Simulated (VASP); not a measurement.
Runs of VASP 6.6.1 on KBaI3. The structure is cubic, space group Pm-3m (No. 221). The conventional cell has a = 6.719 Å, b = 6.719 Å, c = 6.719 Å, α = 90.00°, β = 90.00°, γ = 90.00°. Ba (site symmetry m-3m) has 6 I at 3.36 Å within 4.4 Å. Within 4.4 Å of I (site symmetry 4/mmm) lie 2 Ba at 3.36 Å. 

```csv
level,k mesh,smearing,grid for exact exchange (PRECFOCK),share of exact exchange,screening parameter,gap on the mesh (eV),pressure (GPa)
HSE06,2 × 2 × 2,gaussian 0.01 eV,Fast,0.25,0.2079 1/Å,(a),0.3
PBE,4 × 4 × 4,methfessel-paxton 0.2 eV,-,-,-,3.09,0.2
PBE,4 × 4 × 4,gaussian 0.01 eV,-,-,-,3.09,0.2
PBE,"4 × 4 × 4, shifted",gaussian 0.01 eV,-,-,-,3.21,0.2
```

Alike in all rows: task single point; potentials or basis VASP PAW PBE potentials, release 64 (K_sv, Ba_sv, I); no spin polarisation; cell as given; cutoff (eV) 520.

Problem. Fill in the values left out.

Solution. (a) 4.02.

Caveats: some runs use coarse meshes; spin-orbit coupling is left out, which moves the levels of the heavy elements; the PAW data sets were made with another functional, which shifts forces and pressure a little (at least some runs); a shifted mesh leaves out Γ, where band edges can lie (at least some runs).

A k mesh can miss the band edges, and the runs leave out spin-orbit coupling on Ba, I.
